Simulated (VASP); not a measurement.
A run of VASP 6.6.1 is set up as follows.

Contents of POSCAR:

```
Nb8N5
1.0
    3.0703020000     -4.4072490000      0.0000000000
    3.0703020000      4.4072490000      0.0000000000
    0.0000000000      0.0000000000      6.2380760000
Nb N
8 5
Direct
    0.2451400000      0.2451400000      0.7507320000
    0.7548600000      0.7548600000      0.2492680000
    0.7548600000      0.7548600000      0.7507320000
    0.2451400000      0.2451400000      0.2492680000
    0.7470840000      0.2529160000      0.5000000000
    0.2483390000      0.7516610000      0.0000000000
    0.7516610000      0.2483390000      0.0000000000
    0.2529160000      0.7470840000      0.5000000000
    0.5000000000      0.5000000000      0.0000000000
    0.5000000000      0.0000000000      0.7484270000
    0.0000000000      0.5000000000      0.2515730000
    0.0000000000      0.5000000000      0.7484270000
    0.5000000000      0.0000000000      0.2515730000
```

File INCAR.step1:

```
SYSTEM = Nb8N5
PREC     = Accurate       ! precision mode
ENCUT    = 660            ! plane-wave cutoff, eV
ISMEAR   = 0              ! smearing method
SIGMA    = 0.05           ! smearing width, eV
LREAL    = .FALSE.        ! projectors in reciprocal space
LASPH    = .TRUE.         ! aspherical terms in the spheres
NELM     = 120            ! most SCF steps
NBANDS   = 76             ! bands
GGA      = PE             ! functional
ALGO     = Normal         ! electronic algorithm
EDIFF    = 1E-5           ! SCF threshold, eV
LWAVE    = .TRUE.         ! write WAVECAR
LCHARG   = .FALSE.        ! write CHGCAR
GGA_COMPAT= .FALSE.      
KPAR     = 4
```

INCAR.step2

```
SYSTEM = Nb8N5
PREC     = Accurate       ! precision mode
ENCUT    = 660            ! plane-wave cutoff, eV
EDIFF    = 1E-6           ! SCF threshold, eV
ISMEAR   = 0              ! smearing method
SIGMA    = 0.05           ! smearing width, eV
LREAL    = .FALSE.        ! projectors in reciprocal space
LASPH    = .TRUE.         ! aspherical terms in the spheres
NELM     = 120            ! most SCF steps
ALGO     = Normal         ! electronic algorithm
ISIF     = 2              ! what is computed and relaxed
LWAVE    = .FALSE.        ! write WAVECAR
LCHARG   = .FALSE.        ! write CHGCAR
METAGGA  = R2SCAN         ! meta-GGA
LMIXTAU  = .TRUE.       
NBANDS   = 76             ! bands
ISTART   = 1            
GGA_COMPAT= .FALSE.      
KPAR     = 4
```

The input KPOINTS:

```
Automatic mesh
0
G
  6 6 4
  0 0 0
```

Potentials or basis: VASP PAW PBE potentials, release 64 (Nb_sv, N).

The run is started by

```console
$ cat potpaw_PBE.64/Nb_sv/POTCAR potpaw_PBE.64/N/POTCAR > POTCAR
$ cp INCAR.step1 INCAR
$ mpirun -np 4 vasp_std > vasp.out
$ cp INCAR.step2 INCAR
$ mpirun -np 4 vasp_std > vasp.out
```

(1) Estimate the band gap on the k mesh.

(2) Estimate the largest force.

(3) What does it give for the pressure?

Results:

(1) zero (an odd number of electrons rules out a gap without spin polarisation).

(2) 0.143 eV/Å.

(3) -6.4 GPa.

Caveat: the cell stands under tension; the PAW data sets were made with another functional, which shifts forces and pressure a little.
